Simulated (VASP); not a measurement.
Runs of VASP 6.6.1 on PN. The structure is that of space group P4/mmm (No. 123), or close to it. The cells are those of the table. 

| task | spin | cell | k mesh | cutoff (eV) | gap on the mesh (eV) | pressure (GPa) | moment (μB) | relaxed volume (Å³/atom) |
| --- | --- | --- | --- | --- | --- | --- | --- | --- |
| relaxation of cell and atoms | off | relaxed from a = 2.656, b = 2.656, c = 2.642 Å, 2 atoms | 20 × 20 × 20 | 600 | none | 0.0 | - | (a) |
| single point | off | a = 2.656, b = 2.656, c = 2.642 Å, 2 atoms | 6 × 6 × 6 | 520 | none | -0.8 | - | - |
| single point | collinear, ferromagnetic start | a = 2.997, b = 2.997, c = 3.928 Å, 2 atoms | 6 × 6 × 4 | 520 | none | -19.0 | 0.03 | - |
| single point | off | a = 2.657, b = 2.657, c = 2.627 Å, 2 atoms | 6 × 6 × 4 | 520 | none | -0.9 | - | - |
| relaxation of cell and atoms | off | relaxed from a = 2.657, b = 2.657, c = 2.627 Å, 2 atoms | 6 × 6 × 6 | 600 | none | 0.4 | - | 9.24 |
| single point | off | a = 2.656, b = 2.656, c = 2.642 Å, 2 atoms | 20 × 20 × 20 | 520 | none | -0.7 | - | - |
| relaxation of cell and atoms | off | relaxed from a = 2.997, b = 2.997, c = 3.928 Å, 2 atoms | 6 × 6 × 4 | 600 | none | -0.2 | - | 9.23 |
| single point | off | a = 2.997, b = 2.997, c = 3.928 Å, 2 atoms | 6 × 6 × 4 | 520 | none | -19.0 | - | - |
| single point | collinear, ferromagnetic start | a = 2.656, b = 2.656, c = 2.642 Å, 2 atoms | 6 × 6 × 6 | 520 | none | -0.8 | (b) | - |

Alike in all rows: level PBE+D3(BJ); potentials or basis VASP PAW PBE potentials, release 64 (P, N); smearing gaussian 0.1 eV.

**Question.** Fill in the values left out.

**Answer.** (a) 9.27; (b) 0.00.

Caveats: some runs use coarse meshes; pairwise dispersion overbinds metals, which lowers pressure and volume (some runs); the volume moved by over 15 % at a fixed basis, so the end points are rough (some runs).

A gap of «none» marks levels without a gap at the run's occupations.
